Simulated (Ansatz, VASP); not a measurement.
ScIn2Se2 in VASP and in Ansatz

```
Sc In Se
1.0
     3.93364    0.00000    0.00000
    -1.96682    3.40663    0.00000
     0.00000    0.00000    9.87060
Sc In Se
1 2 2
Direct
  0.00000 0.00000 0.00000
  0.66667 0.33333 0.38443
  0.33333 0.66667 0.61557
  0.66667 0.33333 0.84494
  0.33333 0.66667 0.15506
```

Change from the starting cell: species swapped into the TbAl2Si2 type (P-3m1, No. 164).

Alike in both runs: task single point; functional PBE; k mesh 6 × 6 × 2; occupations gaussian, width 0.1 eV; collinear spin.

```csv
,VASP,Ansatz
version,VASP 6.6.1,Ansatz 0.2.0
potentials or method,"VASP PAW PBE potentials, release 64 (Sc_sv, In_d, Se), cutoff 520 eV","scalar-relativistic, plane waves, PAW"
valence electrons in the cell,49,69
```

Ansatz gave:

| Property | Result |
| --- | --- |
| gap on the k mesh at the Fermi level (eV) | none |
| pressure (GPa) | 0.0 |
| traceless stress, the component that is largest in VASP (GPa) | 1.08 |
| rms of the force components (eV/Å) | 0.065 |
| net moment per atom (μB) | 0.00 |

**Question.** Which values does VASP return?

**Answer.** gap on the k mesh at the Fermi level (eV): none; pressure (GPa): 0.0; traceless stress, the component that is largest in VASP (GPa): 1.08; rms of the force components (eV/Å): 0.064; net moment per atom (μB): 0.00.

Atom by atom the forces differ by 0.008 eV/Å (rms over components). A gap of «none» marks a metal or a gap that the smearing closes. With one functional, cell and mesh, what is left measures potentials, basis and numerics. VASP's potentials hold 49 valence electrons a cell and Ansatz's 69, so a difference there can come from the potentials and not from the codes. Ansatz's warnings: seeded moment not kept.
